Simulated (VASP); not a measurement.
# KF (Fmmm) in VASP: a series of runs, part 2 of 2

VASP 6.6.1. The steps go on from the part before.

## 3. Single point, LDA (normal strain along x -0.0175, normal strain along z -0.1500)

The input, INCAR:

```
SYSTEM = KF
  ALGO = Normal
  EDIFF = 1E-6
  ENCUT = 520
  ISIF = 2
  ISMEAR = 0
  LASPH = .True.
  LCHARG = .False.
  LREAL = .False.
  LWAVE = .False.
  NBANDS = 15
  NELM = 80
  PREC = Accurate
  SIGMA = 0.05
```

The input, KPOINTS:

```
k-points
0
Gamma
  8 8 8
  0 0 0
```

The input, POSCAR:

```
KF
1.0
    0.0000000000      2.5817196783      2.1944617266
    2.5365395839      0.0000000000      2.1944617266
    2.5365395839      2.5817196783      0.0000000000
K F
1 1
Direct
    0.0000000000      0.0000000000      0.0000000000
    0.5000000000      0.5000000000      0.5000000000
```

Potentials or basis: VASP PAW LDA potentials, release 64 (K_sv, F).

Run with:

```bash
$ cat potpaw_LDA.64/K_sv/POTCAR potpaw_LDA.64/F/POTCAR > POTCAR
$ mpirun -np 1 vasp_std > vasp.out
```

OUTCAR:

```text
SYSTEM = KF
   EDIFF = 1E-6
   ENCUT = 520
   ISIF = 2
   ISMEAR = 0
   LASPH = .True.
   LREAL = .False.
   NELM = 80
   PREC = Accurate

 ion  position               nearest neighbor table
   1  0.000  0.000  0.000-   2 2.19   2 2.19   2 2.54   2 2.54   2 2.58   2 2.58
   2  0.500  0.500  0.500-   1 2.19   1 2.19   1 2.54   1 2.54   1 2.58   1 2.58

  LATTYP: Found a face centered orthorhombic cell.
 ALAT       =     4.3889234532
 B/A-ratio  =     1.1558823529
 C/A-ratio  =     1.1764705882

  Lattice vectors:

 A1 = (   2.5365395839,   2.5817196783,   0.0000000000)
 A2 = (   0.0000000000,   2.5817196783,   2.1944617266)
 A3 = (   2.5365395839,   0.0000000000,   2.1944617266)

Analysis of symmetry for initial positions (statically):
=====================================================================
 Subroutine PRICEL returns:
 Original cell was already a primitive cell.

 Routine SETGRP: Setting up the symmetry group for a
 face centered orthorhombic supercell.

 Subroutine GETGRP returns: Found  8 space group operations
 (whereof  8 operations were pure point group operations)
 out of a pool of  8 trial point group operations.

The static configuration has the point symmetry D_2h.

Analysis of symmetry for dynamics (positions and initial velocities):
=====================================================================
 Subroutine PRICEL returns:
 Original cell was already a primitive cell.

 Routine SETGRP: Setting up the symmetry group for a
 face centered orthorhombic supercell.

 Subroutine GETGRP returns: Found  8 space group operations
 (whereof  8 operations were pure point group operations)
 out of a pool of  8 trial point group operations.

The dynamic configuration has the point symmetry D_2h.

 Subroutine INISYM returns: Found  8 space group operations
 (whereof  8 operations are pure point group operations),
 and found     1 'primitive' translations

----------------------------------------------------------------------------------------

                                     Primitive cell

  volume of cell :      28.7415

  direct lattice vectors                    reciprocal lattice vectors
     0.000000000  2.581719678  2.194461727    -0.197118942  0.193669361  0.227846307
     2.536539584  0.000000000  2.194461727     0.197118942 -0.193669361  0.227846307
     2.536539584  2.581719678  0.000000000     0.197118942  0.193669361 -0.227846307

  length of vectors
     3.388353401  3.354056548  3.619296832     0.358158678  0.358158678  0.358158678

  position of ions in fractional coordinates (direct lattice)
     0.000000000  0.000000000  0.000000000
     0.500000000  0.500000000  0.500000000

  ion indices of the primitive-cell ions
   primitive index   ion index
                 1           1
                 2           2

----------------------------------------------------------------------------------------

 KPOINTS: k-points

Automatic generation of k-mesh.
 Grid dimensions read from file:
 generate k-points for:    8    8    8

 Generating k-lattice:

  Cartesian coordinates                     Fractional coordinates (reciprocal lattice)
    -0.024639868  0.024208670  0.028480788     0.125000000  0.000000000  0.000000000
     0.024639868 -0.024208670  0.028480788     0.000000000  0.125000000 -0.000000000
     0.024639868  0.024208670 -0.028480788     0.000000000 -0.000000000  0.125000000

  Length of vectors
     0.044769835  0.044769835  0.044769835

  Shift w.r.t. Gamma in fractional coordinates (k-lattice)
     0.000000000  0.000000000  0.000000000

 Subroutine IBZKPT returns following result:
 ===========================================

 Found     95 irreducible k-points:

 Following reciprocal coordinates:
            Coordinates               Weight
  0.000000  0.000000  0.000000      1.000000
  0.125000  0.000000  0.000000      8.000000
  0.250000  0.000000  0.000000      8.000000
  0.375000  0.000000  0.000000      8.000000
  0.500000  0.000000  0.000000      4.000000
  0.125000  0.125000  0.000000      2.000000
[... 16 lines left out ...]
  0.250000  0.000000  0.125000      8.000000
  0.375000  0.000000  0.125000      8.000000
 [... further k-points ...]
   k-points           NKPTS =     95   k-points in BZ     NKDIM =     95   number of bands    NBANDS=     15
   number of dos      NEDOS =    301   number of ions     NIONS =      2
   total plane-waves  NPLWV =  21952
   dimension x,y,z NGX =    28 NGY =   28 NGZ =   28
   dimension x,y,z NGXF=    56 NGYF=   56 NGZF=   56
   ions per type =               1   1
   NGX,Y,Z   is equivalent  to a cutoff of  13.74, 13.88, 12.86 a.u.
   NGXF,Y,Z  is equivalent  to a cutoff of  27.48, 27.76, 25.72 a.u.
 SYSTEM =  KF
   PREC   = accura    normal or accurate (medium, high low for compatibility)
   ISTART =      0    job   : 0-new  1-cont  2-samecut
   ICHARG =      2    charge: 1-file 2-atom 10-const
   ISPIN  =      1    spin polarized calculation?
   LNONCOLLINEAR =      F non collinear calculations
   LSORBIT =      F    spin-orbit coupling
   LASPH  =      T    aspherical Exc in radial PAW
   ENCUT  =  520.0 eV  38.22 Ry    6.18 a.u.   6.30  6.24  6.73*2*pi/ulx,y,z
   NELM   =     80;   NELMIN=  2; NELMDL= -5     # of ELM steps
   EDIFF  = 0.1E-05   stopping-criterion for ELM
   LREAL  =      F    real-space projection
[... 7 lines left out ...]
   TEBEG  =    0.0;   TEEND  =   0.0 temperature during run
   PSTRESS=    0.0 pullay stress
   NELECT =      16.0000    total number of electrons
   NUPDOWN=      -1.0000    fix difference up-down
   EMIN   =  10.00;   EMAX   =-10.00  energy-range for DOS
   EFERMI =   0.00;   METHOD = LEGACY
   ISMEAR =     0;   SIGMA  =   0.05  broadening in eV -4-tet -1-fermi 0-gaus
   EFERMI_NEDOS =   21; number of points for ismear=-14 and -15
   IALGO  =     38    algorithm
   IMIX   =      4    mixing-type and parameters
     AMIX     =   0.40;   BMIX     =  1.00
     AMIX_MAG =   1.60;   BMIX_MAG =  1.00
  volume/ion in A,a.u.               =      14.37        96.98
  Fermi-wavevector in a.u.,A,eV,Ry     =   1.346724  2.544939 24.676415  1.813665
  Thomas-Fermi vector in A             =   2.474533
   LORBIT       =      0    0 simple, 1 ext, 2 COOP (PROOUT), +10 PAW based schemes
   GGA     = CA    functional components
   LHFCALC =     F    Hartree Fock is set to
   AEXX    =    0.0000 exact exchange contribution
   IVDW    =     0    specifies the selected vdW correction
   LEPSILON=     F    determine dielectric tensor
   LRPA    =     F    only Hartree local field effects (RPA)
 non-spin polarized calculation
 Gauss-broadening in eV      SIGMA  =   0.05
  energy-cutoff  :      520.00
  volume of cell :       28.74
 maximum number of plane-waves:       786
 NGX is ok and might be reduce to    28
   NGX = 13   NGY = 13   NGZ = 13

 number of electron      16.0000006 magnetization

 Free energy of the ion-electron system (eV)
  ---------------------------------------------------
  ext. energy  EPLUGINS =         0.00000000
  ---------------------------------------------------
  free energy    TOTEN  =        -8.52728423 eV

  energy without entropy =       -8.52728423  energy(sigma->0) =       -8.52728423

 E-fermi :  -1.0545     XC(G=0): -10.4685

 val. band max:       -1.2849634237   @ k =   0.5000   0.5000   0.0000
 cond. band min:       4.9297443991   @ k =   0.0000   0.0000   0.0000
 fundamental gap:      6.2147078228
 Fermi energy:        -1.0545278003

 k-point     1 :       0.0000    0.0000    0.0000
  band No.  band energies     occupation
      1     -27.3161      2.00000
      2     -20.5361      2.00000
      3     -10.7071      2.00000
      4     -10.2786      2.00000
      5     -10.2665      2.00000
      6      -2.4756      2.00000
      7      -2.4361      2.00000
      8      -1.4874      2.00000
      9       4.9297      0.00000
     10       8.6427      0.00000
     11       8.7946      0.00000
     12       9.8765      0.00000
     13      10.1780      0.00000
     14      12.6879      0.00000
     15      16.1499      0.00000
[... 397 lines left out ...]
 k-point    24 :       0.3750    0.0000    0.1250
  band No.  band energies     occupation
      1     -27.0044      2.00000
      2     -20.9070      2.00000
      3     -10.8138      2.00000
      4     -10.5538      2.00000
      5     -10.4645      2.00000
      6      -3.1248      2.00000
      7      -2.7875      2.00000
      8      -2.2855      2.00000
      9       7.5524      0.00000
     10       8.4769      0.00000
     11      10.4570      0.00000
     12      11.4309      0.00000
     13      12.2869      0.00000
     14      13.8322      0.00000
     15      17.9831      0.00000

 [... further k-points ...]
[... 5 lines left out ...]
  --------------------------------------------------------------------------------------
  -------------------------------------------------------------------------------------
  Total        1.1866494      0.7856235      8.2526841      0.0000000      0.0000000     -0.0000000
  in kB       66.1491487     43.7941690    460.0415629      0.0000000      0.0000000     -0.0000000
  external PRESSURE =     189.9949602 kB  Pullay stress =       0.0000000 kB

 VOLUME and BASIS-vectors are now :
 -----------------------------------------------------------------------------
  energy-cutoff  :      520.00
  volume of cell :       28.74
      direct lattice vectors                 reciprocal lattice vectors
     0.000000000  2.581719678  2.194461727    -0.197118942  0.193669361  0.227846307
     2.536539584  0.000000000  2.194461727     0.197118942 -0.193669361  0.227846307
     2.536539584  2.581719678  0.000000000     0.197118942  0.193669361 -0.227846307

 POSITION                                       TOTAL-FORCE (eV/Angst)
 -----------------------------------------------------------------------------------
      0.00000      0.00000      0.00000         0.000000      0.000000      0.000000
      2.53654      2.58172      2.19446        -0.000000      0.000000      0.000000
 -----------------------------------------------------------------------------------
    total drift:                                0.000000      0.000000      0.000000

  FREE ENERGIE OF THE ION-ELECTRON SYSTEM (eV)
  ---------------------------------------------------
  free  energy   TOTEN  =        -8.5272842310 eV

  energy  without entropy=       -8.5272842310  energy(sigma->0) =       -8.52728423
```

OSZICAR:

```text
N       E                     dE             d eps       ncg     rms          rms(c)
DAV:   1     0.120297153993E+03    0.12030E+03   -0.85266E+03  2850   0.109E+03
DAV:   2    -0.519635298941E+01   -0.12549E+03   -0.11128E+03  3578   0.300E+02
DAV:   3    -0.965447308595E+01   -0.44581E+01   -0.44342E+01  3670   0.534E+01
DAV:   4    -0.976286462580E+01   -0.10839E+00   -0.10836E+00  3662   0.848E+00
DAV:   5    -0.976671286872E+01   -0.38482E-02   -0.38482E-02  3959   0.123E+00    0.884E+00
DAV:   6    -0.858541199547E+01    0.11813E+01   -0.30033E+00  3157   0.196E+01    0.822E+00
DAV:   7    -0.854939009087E+01    0.36022E-01   -0.79118E-02  3781   0.244E+00    0.487E+00
DAV:   8    -0.852725867129E+01    0.22131E-01   -0.37984E-02  3718   0.200E+00    0.216E-01
DAV:   9    -0.852721046749E+01    0.48204E-04   -0.28801E-03  3495   0.458E-01    0.870E-02
DAV:  10    -0.852729781063E+01   -0.87343E-04   -0.29550E-04  3589   0.192E-01    0.310E-02
DAV:  11    -0.852728448122E+01    0.13329E-04   -0.25684E-05  3846   0.593E-02    0.956E-03
DAV:  12    -0.852728423101E+01    0.25021E-06   -0.16873E-06  3272   0.155E-02
   1 F= -.85272842E+01 E0= -.85272842E+01  d E =-.359278E-13
```

Run time: 79 s. Hardware: 1 thread of Intel Xeon 8259CL, shared host; peak memory 0.17 GiB.

Results:

* Free energy: -8.5273 eV
* Pressure: 19.0 GPa
* Band gap on the k mesh: 6.21 eV (least direct gap 6.42 eV)

Levels at points of the mesh, in eV from the valence-band top:
| k point | band 6 | band 7 | band 8 | band 9 | band 10 | band 11 |
| --- | --- | --- | --- | --- | --- | --- |
| (0.00, 0.00, 0.00) | -1.19 | -1.15 | -0.20 | 6.21 | 9.93 | 10.08 |
| (0.50, 0.00, 0.00) | -2.19 | -1.74 | -1.72 | 8.91 | 11.40 | 11.96 |
| (0.50, 0.50, 0.00) | -1.05 | -0.98 | 0.00 | 6.55 | 11.20 | 13.68 |
| (0.50, 0.00, 0.50) | -1.15 | -1.09 | -0.09 | 7.38 | 10.73 | 12.24 |
| (0.00, 0.50, 0.50) | -1.20 | -1.02 | -0.07 | 7.34 | 10.66 | 12.39 |

Caveat: the cell differs from its parent crystal (normal strain along x -0.0175, normal strain along z -0.1500); the stress differs along the axes, from 4 to 46 GPa. A k mesh can miss the band edges.
